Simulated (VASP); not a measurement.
# BaZrO3 (Pm-3m) in VASP: a series of runs

BaZrO3 is run at these levels: revPBE, PBE, BLYP+D3(BJ); tasks: relaxation of cell and atoms, single point.

Program: VASP 6.6.1. These are calculated values, not measurements. Logs are shortened: lines on timing, memory, paths and dates and some standing lists are left out, and cuts for length are marked.

## (1) The cell of the first run

Symmetry: Pm-3m, No. 221, cubic system. The conventional cell has a = 4.191 Å, b = 4.191 Å, c = 4.191 Å, α = 90.00°, β = 90.00°, γ = 90.00°. Within 3.9 Å of Ba (site symmetry m-3m) lie 12 O at 2.96 Å and 8 Zr at 3.63 Å. Zr (site symmetry m-3m) has 6 O at 2.10 Å within 2.8 Å. Within 2.8 Å of O (site symmetry 4/mmm) lie 2 Zr at 2.10 Å.

## (2) Relaxation of cell and atoms, revPBE

Contents of INCAR:

```
SYSTEM = BaZrO3
ALGO = Normal
EDIFF = 1E-6
EDIFFG = -0.01
ENCUT = 600
GGA = RE
IBRION = 2
ISIF = 3
ISMEAR = -1
LASPH = .True.
LCHARG = .False.
LREAL = .False.
LWAVE = .False.
NELM = 60
NSW = 60
PREC = Accurate
SIGMA = 0.05
```

Contents of KPOINTS:

```
k-points
0
Gamma
  6 6 6
  0 0 0
```

Contents of POSCAR:

```
BaZrO3
1.0
    4.1913400000      0.0000000000      0.0000000000
    0.0000000000      4.1913400000      0.0000000000
    0.0000000000      0.0000000000      4.1913400000
Ba Zr O
1 1 3
Direct
    0.0000000000      0.0000000000      0.0000000000
    0.5000000000      0.5000000000      0.5000000000
    0.5000000000      0.5000000000      0.0000000000
    0.5000000000      0.0000000000      0.5000000000
    0.0000000000      0.5000000000      0.5000000000
```

Potentials or basis: VASP PAW PBE potentials, release 64 (Ba_sv, Zr_sv, O).

Command:

```bash
$ cat potpaw_PBE.64/Ba_sv/POTCAR potpaw_PBE.64/Zr_sv/POTCAR potpaw_PBE.64/O/POTCAR > POTCAR
$ mpirun -np 1 vasp_std > vasp.out
```

OUTCAR:

```text
SYSTEM = BaZrO3
   EDIFF = 1E-6
   EDIFFG = -0.01
   ENCUT = 600
   GGA = RE
   IBRION = 2
   ISIF = 3
   ISMEAR = -1
   LASPH = .True.
   LREAL = .False.
   NELM = 60
   NSW = 60
   PREC = Accurate

 ion  position               nearest neighbor table
   1  0.000  0.000  0.000-   3 2.96   4 2.96   5 2.96   4 2.96   5 2.96   3 2.96   5 2.96   5 2.96
                             3 2.96   4 2.96   4 2.96   3 2.96   2 3.63   2 3.63   2 3.63   2 3.63
   2  0.500  0.500  0.500-   3 2.10   4 2.10   5 2.10   3 2.10   4 2.10   5 2.10   1 3.63   1 3.63
                             1 3.63   1 3.63   1 3.63   1 3.63   1 3.63   1 3.63
   3  0.500  0.500  0.000-   2 2.10   2 2.10   1 2.96   1 2.96   1 2.96   1 2.96
   4  0.500  0.000  0.500-   2 2.10   2 2.10   1 2.96   1 2.96   1 2.96   1 2.96
   5  0.000  0.500  0.500-   2 2.10   2 2.10   1 2.96   1 2.96   1 2.96   1 2.96

  LATTYP: Found a simple cubic cell.
 ALAT       =     4.1913400000

  Lattice vectors:

 A1 = (   4.1913400000,   0.0000000000,   0.0000000000)
 A2 = (   0.0000000000,   4.1913400000,   0.0000000000)
 A3 = (   0.0000000000,   0.0000000000,   4.1913400000)

Analysis of symmetry for initial positions (statically):
=====================================================================
 Subroutine PRICEL returns:
 Original cell was already a primitive cell.

 Routine SETGRP: Setting up the symmetry group for a
 simple cubic supercell.

 Subroutine GETGRP returns: Found 48 space group operations
[... 9 lines left out ...]

 Routine SETGRP: Setting up the symmetry group for a
 simple cubic supercell.

 Subroutine GETGRP returns: Found 48 space group operations
[... 11 lines left out ...]
                                     Primitive cell

  volume of cell :      73.6307

  direct lattice vectors                    reciprocal lattice vectors
     4.191340000  0.000000000  0.000000000     0.238587182  0.000000000  0.000000000
     0.000000000  4.191340000  0.000000000     0.000000000  0.238587182  0.000000000
     0.000000000  0.000000000  4.191340000     0.000000000  0.000000000  0.238587182

  length of vectors
     4.191340000  4.191340000  4.191340000     0.238587182  0.238587182  0.238587182

  position of ions in fractional coordinates (direct lattice)
     0.000000000  0.000000000  0.000000000
     0.500000000  0.500000000  0.500000000
     0.500000000  0.500000000  0.000000000
     0.500000000  0.000000000  0.500000000
     0.000000000  0.500000000  0.500000000

  ion indices of the primitive-cell ions
   primitive index   ion index
                 1           1
                 2           2
                 3           3
                 4           4
                 5           5

----------------------------------------------------------------------------------------

 KPOINTS: k-points

Automatic generation of k-mesh.
 Grid dimensions read from file:
 generate k-points for:    6    6    6

 Generating k-lattice:

  Cartesian coordinates                     Fractional coordinates (reciprocal lattice)
     0.039764530  0.000000000  0.000000000     0.166666667  0.000000000  0.000000000
     0.000000000  0.039764530  0.000000000     0.000000000  0.166666667  0.000000000
     0.000000000  0.000000000  0.039764530     0.000000000  0.000000000  0.166666667

  Length of vectors
     0.039764530  0.039764530  0.039764530

  Shift w.r.t. Gamma in fractional coordinates (k-lattice)
     0.000000000  0.000000000  0.000000000

 Subroutine IBZKPT returns following result:
 ===========================================

 Found     20 irreducible k-points:

 Following reciprocal coordinates:
            Coordinates               Weight
  0.000000  0.000000  0.000000      1.000000
  0.166667  0.000000  0.000000      6.000000
  0.333333  0.000000  0.000000      6.000000
  0.500000  0.000000  0.000000      3.000000
  0.166667  0.166667  0.000000     12.000000
  0.333333  0.166667  0.000000     24.000000
[... 12 lines left out ...]
  0.500000  0.500000  0.333333      6.000000
  0.500000  0.500000  0.500000      1.000000
   k-points           NKPTS =     20   k-points in BZ     NKDIM =     20   number of bands    NBANDS=     24
   number of dos      NEDOS =    301   number of ions     NIONS =      5
   total plane-waves  NPLWV =  46656
   dimension x,y,z NGX =    36 NGY =   36 NGZ =   36
   dimension x,y,z NGXF=    72 NGYF=   72 NGZF=   72
   ions per type =               1   1   3
   NGX,Y,Z   is equivalent  to a cutoff of  14.28, 14.28, 14.28 a.u.
   NGXF,Y,Z  is equivalent  to a cutoff of  28.56, 28.56, 28.56 a.u.
 SYSTEM =  BaZrO3
   PREC   = accura    normal or accurate (medium, high low for compatibility)
   ISTART =      0    job   : 0-new  1-cont  2-samecut
   ICHARG =      2    charge: 1-file 2-atom 10-const
   ISPIN  =      1    spin polarized calculation?
   LNONCOLLINEAR =      F non collinear calculations
   LSORBIT =      F    spin-orbit coupling
   LASPH  =      T    aspherical Exc in radial PAW
   ENCUT  =  600.0 eV  44.10 Ry    6.64 a.u.   8.37  8.37  8.37*2*pi/ulx,y,z
   NELM   =     60;   NELMIN=  2; NELMDL= -5     # of ELM steps
   EDIFF  = 0.1E-05   stopping-criterion for ELM
   LREAL  =      F    real-space projection
   EDIFFG = -.1E-01   stopping-criterion for IOM
   NSW    =     60    number of steps for IOM
   IBRION =      2    ionic relax: 0-MD 1-quasi-New 2-CG
   NFREE  =      1    steps in history (QN), initial steepest desc. (CG)
   ISIF   =      3    stress and relaxation
   ISYM   =      2    0-nonsym 1-usesym 2-fastsym
   POTIM  = 0.5000    time-step for ionic-motion
   TEBEG  =    0.0;   TEEND  =   0.0 temperature during run
   PSTRESS=    0.0 pullay stress
   NELECT =      40.0000    total number of electrons
   NUPDOWN=      -1.0000    fix difference up-down
   EMIN   =  10.00;   EMAX   =-10.00  energy-range for DOS
   EFERMI =   0.00;   METHOD = LEGACY
   ISMEAR =    -1;   SIGMA  =   0.05  broadening in eV -4-tet -1-fermi 0-gaus
   EFERMI_NEDOS =   21; number of points for ismear=-14 and -15
   IALGO  =     38    algorithm
   IMIX   =      4    mixing-type and parameters
     AMIX     =   0.40;   BMIX     =  1.00
     AMIX_MAG =   1.60;   BMIX_MAG =  1.00
  volume/ion in A,a.u.               =      14.73        99.38
  Fermi-wavevector in a.u.,A,eV,Ry     =   1.335802  2.524299 24.277770  1.784366
  Thomas-Fermi vector in A             =   2.464478
   LORBIT       =      0    0 simple, 1 ext, 2 COOP (PROOUT), +10 PAW based schemes
   GGA     = RE    functional components
   LHFCALC =     F    Hartree Fock is set to
   AEXX    =    0.0000 exact exchange contribution
   IVDW    =     0    specifies the selected vdW correction
   LEPSILON=     F    determine dielectric tensor
   LRPA    =     F    only Hartree local field effects (RPA)
 conjugate gradient relaxation of ions
 non-spin polarized calculation
  energy-cutoff  :      600.00
  volume of cell :       73.63
 maximum number of plane-waves:      2517
 NGX is ok and might be reduce to    36
   NGX = 17   NGY = 17   NGZ = 17

--------------------------------------- Ionic step        1  -------------------------------------------

 number of electron      40.0000010 magnetization

 Free energy of the ion-electron system (eV)
  ---------------------------------------------------
  ext. energy  EPLUGINS =         0.00000000
  ---------------------------------------------------
  free energy    TOTEN  =       -39.91642550 eV

  energy without entropy =      -39.91642550  energy(sigma->0) =      -39.91642550

------------------------ aborting loop because EDIFF is reached ----------------------------------------

  FORCE on cell =-STRESS in cart. coord.  units (eV):
  Direction    XX          YY          ZZ          XY          YZ          ZX
  --------------------------------------------------------------------------------------
  -------------------------------------------------------------------------------------
  Total        3.4599041      3.4599041      3.4599041      0.0000000     -0.0000000     -0.0000000
  in kB       75.2863014     75.2863014     75.2863014      0.0000000     -0.0000000     -0.0000000
  external PRESSURE =      75.2863014 kB  Pullay stress =       0.0000000 kB

 VOLUME and BASIS-vectors are now :
 -----------------------------------------------------------------------------
  energy-cutoff  :      600.00
  volume of cell :       73.63
      direct lattice vectors                 reciprocal lattice vectors
     4.191340000  0.000000000  0.000000000     0.238587182  0.000000000  0.000000000
     0.000000000  4.191340000  0.000000000     0.000000000  0.238587182  0.000000000
     0.000000000  0.000000000  4.191340000     0.000000000  0.000000000  0.238587182
[... 40 lines left out ...]
 POSITION                                       TOTAL-FORCE (eV/Angst)
 -----------------------------------------------------------------------------------
      0.00000      0.00000      0.00000        -0.000000      0.000000      0.000000
      2.16563      2.16563      2.16563         0.000000     -0.000000      0.000000
      2.16563      2.16563     -0.00000        -0.000000      0.000000      0.000000
      2.16563     -0.00000      2.16563         0.000000     -0.000000      0.000000
      0.00000      2.16563      2.16563         0.000000     -0.000000      0.000000
 -----------------------------------------------------------------------------------
    total drift:                                0.000000      0.000000      0.000000

  FREE ENERGIE OF THE ION-ELECTRON SYSTEM (eV)
  ---------------------------------------------------
  free  energy   TOTEN  =       -39.9149843771 eV

  energy  without entropy=      -39.9149843771  energy(sigma->0) =      -39.91498438

--------------------------------------- Ionic step        3  -------------------------------------------

 number of electron      40.0000024 magnetization

 Free energy of the ion-electron system (eV)
  ---------------------------------------------------
  ext. energy  EPLUGINS =         0.00000000
  ---------------------------------------------------
  free energy    TOTEN  =       -39.99788933 eV

  energy without entropy =      -39.99788933  energy(sigma->0) =      -39.99788933

 E-fermi :   4.6711     XC(G=0): -10.3653

 val. band max:        3.5603441279   @ k =   0.5000   0.5000   0.5000
 cond. band min:       6.6750088069   @ k =   0.0000   0.0000   0.0000
 fundamental gap:      3.1146646789
 Fermi energy:         4.6711376307

 k-point     1 :       0.0000    0.0000    0.0000
  band No.  band energies     occupation
      1     -43.8075      2.00000
      2     -21.9622      2.00000
      3     -21.9000      2.00000
      4     -21.9000      2.00000
      5     -21.9000      2.00000
      6     -12.7926      2.00000
[... 16 lines left out ...]
     23       6.6750      0.00000
     24       8.2336      0.00000
[... 533 lines left out ...]
 POSITION                                       TOTAL-FORCE (eV/Angst)
 -----------------------------------------------------------------------------------
      0.00000      0.00000      0.00000        -0.000000      0.000000      0.000000
      2.12979      2.12979      2.12979         0.000000     -0.000000      0.000000
      2.12979      2.12979     -0.00000        -0.000000      0.000000      0.000000
      2.12979     -0.00000      2.12979         0.000000     -0.000000      0.000000
      0.00000      2.12979      2.12979         0.000000     -0.000000      0.000000
 -----------------------------------------------------------------------------------
    total drift:                                0.000000      0.000000      0.000000

  FREE ENERGIE OF THE ION-ELECTRON SYSTEM (eV)
  ---------------------------------------------------
  free  energy   TOTEN  =       -39.9978893349 eV

  energy  without entropy=      -39.9978893348  energy(sigma->0) =      -39.99788933

 reached required accuracy - stopping structural energy minimisation
```

Wall time 68 s (1 thread of Intel Xeon Platinum 8559C (Emerald Rapids), shared host); peak memory 0.24 GiB.

Results:

```
Free energy                            : -39.9979 eV
Relaxed volume                         : 15.46 Å³/atom
Relaxed cell                           : a = 4.260 Å, b = 4.260 Å, c = 4.260 Å, α = 90.00°, β = 90.00°, γ = 90.00°
Space group after relaxing (to 0.05 Å) : Pm-3m (No. 221)
Energy gained by relaxing              : 16.3 meV/atom
Ionic steps                            : 3
Pressure after relaxing                : 0.0 GPa
Band gap on the k mesh                 : 3.11 eV, indirect (least direct gap 3.39 eV)
```

The path:
| step | energy change (eV) | largest force (eV/Å) | pressure (GPa) | volume (Å³) |
| --- | --- | --- | --- | --- |
| 1 | 0.0000 | 0.0000 | 7.53 | 73.63 |
| 2 | 0.0014 | 0.0000 | -6.34 | 81.25 |
| 3 | -0.0815 | 0.0000 | -0.02 | 77.29 |

Final structure:
```yaml
crystal:
  lattice:
    - [4.25957, 0.00000, 0.00000]
    - [0.00000, 4.25957, 0.00000]
    - [0.00000, 0.00000, 4.25957]
  atoms:
    - { symbol: Ba, position: [0.00000, 0.00000, 0.00000] }
    - { symbol: Zr, position: [0.50000, 0.50000, 0.50000] }
    - { symbol: O, position: [0.50000, 0.50000, 0.00000] }
    - { symbol: O, position: [0.50000, 0.00000, 0.50000] }
    - { symbol: O, position: [0.00000, 0.50000, 0.50000] }
```

Caveat: the PAW data sets were made with another functional, which shifts forces and pressure a little; spin-orbit coupling is left out, which moves the levels of the heavy elements. revPBE gives volumes clearly too large for solids.

## (3) Single point, PBE

Contents of INCAR:

```
SYSTEM = BaZrO3
  ALGO = Normal
  EDIFF = 1E-6
  ENCUT = 520
  GGA = PE
  ISIF = 2
  ISMEAR = 0
  LASPH = .TRUE.
  LCHARG = .FALSE.
  LREAL = .FALSE.
  LWAVE = .FALSE.
  NBANDS = 28
  NELM = 60
  PREC = Accurate
  SIGMA = 0.015
```

Contents of KPOINTS:

```
k-points
0
G
  6 6 6
  0 0 0
```

POSCAR is that of step 2.

Potentials or basis: VASP PAW PBE potentials, release 64 (Ba_sv, Zr_sv, O).

Command:

```bash
$ cat potpaw_PBE.64/Ba_sv/POTCAR potpaw_PBE.64/Zr_sv/POTCAR potpaw_PBE.64/O/POTCAR > POTCAR
$ mpirun -np 1 vasp_std > vasp.out
```

OUTCAR:

```text
SYSTEM = BaZrO3
   EDIFF = 1E-6
   ENCUT = 520
   GGA = PE
   ISIF = 2
   ISMEAR = 0
   LASPH = .TRUE.
   LREAL = .FALSE.
   NELM = 60
   PREC = Accurate

 ion  position               nearest neighbor table
   1  0.000  0.000  0.000-   3 2.96   4 2.96   5 2.96   4 2.96   5 2.96   3 2.96   5 2.96   5 2.96
                             3 2.96   4 2.96   4 2.96   3 2.96   2 3.63   2 3.63   2 3.63   2 3.63
   2  0.500  0.500  0.500-   3 2.10   4 2.10   5 2.10   3 2.10   4 2.10   5 2.10   1 3.63   1 3.63
[... 822 lines left out ...]
  -------------------------------------------------------------------------------------
  Total        2.3409479      2.3409479      2.3409479     -0.0000000     -0.0000000     -0.0000000
  in kB       50.9382067     50.9382067     50.9382067     -0.0000000     -0.0000000     -0.0000000
  external PRESSURE =      50.9382067 kB  Pullay stress =       0.0000000 kB

 VOLUME and BASIS-vectors are now :
 -----------------------------------------------------------------------------
  energy-cutoff  :      520.00
  volume of cell :       73.63
      direct lattice vectors                 reciprocal lattice vectors
     4.191340000  0.000000000  0.000000000     0.238587182  0.000000000  0.000000000
     0.000000000  4.191340000  0.000000000     0.000000000  0.238587182  0.000000000
     0.000000000  0.000000000  4.191340000     0.000000000  0.000000000  0.238587182

 POSITION                                       TOTAL-FORCE (eV/Angst)
 -----------------------------------------------------------------------------------
      0.00000      0.00000      0.00000         0.000000      0.000000      0.000000
      2.09567      2.09567      2.09567         0.000000      0.000000      0.000000
      2.09567      2.09567      0.00000         0.000000      0.000000      0.000000
      2.09567      0.00000      2.09567         0.000000      0.000000      0.000000
      0.00000      2.09567      2.09567         0.000000      0.000000      0.000000
 -----------------------------------------------------------------------------------
    total drift:                                0.000000     -0.000000     -0.000000

  FREE ENERGIE OF THE ION-ELECTRON SYSTEM (eV)
  ---------------------------------------------------
  free  energy   TOTEN  =       -41.6861446529 eV

  energy  without entropy=      -41.6861446529  energy(sigma->0) =      -41.68614465
```

stdout:

```text
POSCAR found type information on POSCAR BaZrO
 POSCAR found :  3 types and       5 ions
 scaLAPACK will be used
 LDA part: xc-table for (Slater+PW92), standard interpolation
 POSCAR, INCAR and KPOINTS ok, starting setup
 FFT: planning ... GRIDC
 FFT: planning ... GRID_SOFT
 FFT: planning ... GRID
 WAVECAR not read
 entering main loop
```

Run time: 46 s. Hardware: 1 thread of Intel Xeon Platinum 8259CL at 2.50GHz (Skylake/Cascade Lake), shared host; peak memory 0.2 GiB.

What came out:

| Quantity | Value |
| --- | --- |
| Free energy | -41.6861 eV |
| Pressure | 5.1 GPa |
| Band gap on the k mesh | 3.19 eV, indirect (least direct gap 3.41 eV) |

Caveat: spin-orbit coupling is left out, which moves the levels of the heavy elements. A k mesh can miss the band edges.

## (4) Single point, BLYP+D3(BJ)

This run uses another cell than the first one, of 14.97 Å³/atom, 1.016 times its volume.

Contents of INCAR:

```
PREC = Accurate
ENCUT = 520
EDIFF = 1E-6
ISMEAR = -1
SIGMA = 0.05
LREAL = False
LASPH = True
NELM = 80
ALGO = Normal
ISIF = 2
LWAVE = False
LCHARG = False
GGA = B5
ALDAX = 1.0
AGGAX = 1.0
AGGAC = 1.0
ALDAC = 0.0
IVDW = 12
VDW_S6 = 1.0
VDW_S8 = 2.6996
VDW_A1 = 0.4298
VDW_A2 = 4.2359
NBANDS = 28
```

Contents of KPOINTS:

```
Automatic mesh
0
Gamma
  6 6 6
```

Edit POSCAR of step 3 so:

```diff
@@ -2,5 +2,5 @@
 1.0
-    4.1913400000      0.0000000000      0.0000000000
-    0.0000000000      4.1913400000      0.0000000000
-    0.0000000000      0.0000000000      4.1913400000
+    4.2140573309      0.0000000000      0.0000000000
+    0.0000000000      4.2140573309      0.0000000000
+    0.0000000000      0.0000000000      4.2140573309
 Ba Zr O
```

Command:

```bash
$ cat potpaw_PBE.64/Ba_sv/POTCAR potpaw_PBE.64/Zr_sv/POTCAR potpaw_PBE.64/O/POTCAR > POTCAR
$ mpirun -np 1 vasp_std > vasp.out
```

Run time: 58 s. Hardware: 1 thread of Intel Xeon Platinum 8259CL at 2.50GHz (Skylake/Cascade Lake), shared host; peak memory 0.21 GiB.

It converged, with:

```yaml
Free_energy: -42.7124 eV
Pressure: 1.2 GPa
Band_gap_on_the_k_mesh: 3.24 eV, indirect (least direct gap 3.47 eV)
Dispersion_energy_per_atom: -0.567 eV
```

Levels at points of the mesh, in eV from the valence-band top:
| k point | band 18 | band 19 | band 20 | band 21 | band 22 | band 23 |
| --- | --- | --- | --- | --- | --- | --- |
| (0.00, 0.00, 0.00) | -0.24 | -0.24 | -0.24 | 3.24 | 3.24 | 3.24 |
| (0.50, 0.00, 0.00) | -1.60 | -0.47 | -0.47 | 3.65 | 5.62 | 5.62 |
| (0.50, 0.50, 0.00) | -0.90 | -0.81 | -0.07 | 5.59 | 5.59 | 6.39 |
| (0.50, 0.50, 0.50) | 0.00 | 0.00 | 0.00 | 6.05 | 6.05 | 6.05 |

Caveat: the PAW data sets were made with another functional, which shifts forces and pressure a little; spin-orbit coupling is left out, which moves the levels of the heavy elements. A hybrid or GW would open this gap; BLYP tends to underestimate it.

## (5) The runs side by side

```csv
task,level,cell,cutoff (eV),smearing,gap on the mesh (eV),pressure (GPa)
relaxation of cell and atoms,revPBE,"relaxed from a = 4.191 Å, 5 atoms",600,fermi-dirac 0.05 eV,3.11,0.0
single point,PBE,"a = 4.191 Å, 5 atoms",520,gaussian 0.015 eV,3.19,5.1
single point,BLYP+D3(BJ),"a = 4.214 Å, 5 atoms",520,fermi-dirac 0.05 eV,3.24,1.2
```

Alike in all rows: potentials or basis VASP PAW PBE potentials, release 64 (Ba_sv, Zr_sv, O); no spin polarisation; k mesh 6 × 6 × 6.

Caveats: spin-orbit coupling is left out, which moves the levels of the heavy elements; the PAW data sets were made with another functional, which shifts forces and pressure a little (some runs).

Absolute energies hang on the potentials; compare differences alone.
